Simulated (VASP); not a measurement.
Runs of VASP 6.6.1 on HfGe. The structure is that of space group P-6m2 (No. 187), or close to it. The cells are those of the table. 

```csv
level,spin,U,cell,k mesh,smearing,grid for exact exchange (PRECFOCK),share of exact exchange,screening parameter,gap on the mesh (eV),pressure (GPa),moment (μB)
PBE,"non-collinear, zero start, SOC",-,"a = 3.934, b = 3.934, c = 3.510 Å, angles 90.0, 90.0, 120.0°, 2 atoms",7 × 7 × 6,gaussian 0.025 eV,-,-,-,-,37.1,0.00
r2SCAN0,off,-,"a = 3.934, b = 3.934, c = 3.510 Å, angles 90.0, 90.0, 120.0°, 2 atoms",4 × 4 × 4,fermi-dirac 0.05 eV,Normal,0.25,-,none,37.7,-
B3LYP,off,-,"a = 4.610, b = 4.610, c = 3.317 Å, angles 90.0, 90.0, 120.0°, 2 atoms",4 × 4 × 4,fermi-dirac 0.05 eV,Normal,0.2,-,none,(a),-
PBE+U,off,Hf d U = 3.5 eV,"a = 3.934, b = 3.934, c = 3.510 Å, angles 90.0, 90.0, 120.0°, 2 atoms",7 × 7 × 6,methfessel-paxton 0.1 eV,-,-,-,none,43.5,-
HSE06,off,-,"a = 4.559, b = 4.559, c = 3.149 Å, angles 90.0, 90.0, 120.0°, 2 atoms",4 × 4 × 4,fermi-dirac 0.05 eV,Normal,0.25,0.2079 1/Å,none,(b),-
B3LYP,off,-,"a = 3.934, b = 3.934, c = 3.510 Å, angles 90.0, 90.0, 120.0°, 2 atoms",4 × 4 × 4,fermi-dirac 0.05 eV,Normal,0.2,-,none,40.0,-
PBEsol-based screened hybrid with 25 % exact exchange,off,-,"a = 3.934, b = 3.934, c = 3.510 Å, angles 90.0, 90.0, 120.0°, 2 atoms",4 × 4 × 4,fermi-dirac 0.05 eV,Normal,0.25,0.207 1/Å,none,34.3,-
PBE,"non-collinear, zero start, SOC",-,"a = 3.934, b = 3.934, c = 3.510 Å, angles 90.0, 90.0, 120.0°, 2 atoms",7 × 7 × 6,gaussian 0.01 eV,-,-,-,-,37.1,0.00
```

Alike in all rows: task single point; potentials or basis VASP PAW PBE potentials, release 64 (Hf_pv, Ge_d); cutoff (eV) 520.

**Question.** Estimate the missing entries.

**Answer.** (a) -1.2; (b) -0.7.

Caveats: some runs use coarse meshes; spin-orbit coupling is left out, which moves the levels of the heavy elements (at least some runs); the PAW data sets were made with another functional, which shifts forces and pressure a little (at least some runs); the cell stands under pressure (at least some runs); U without spin polarisation on a metal has little footing (at least some runs); the U is typed as a test and isn't derived for this compound (at least some runs).

A k mesh can miss the band edges, and rows without SOC leave out spin-orbit coupling on Ge, Hf.

A gap of «none» marks levels without a gap at the run's occupations.
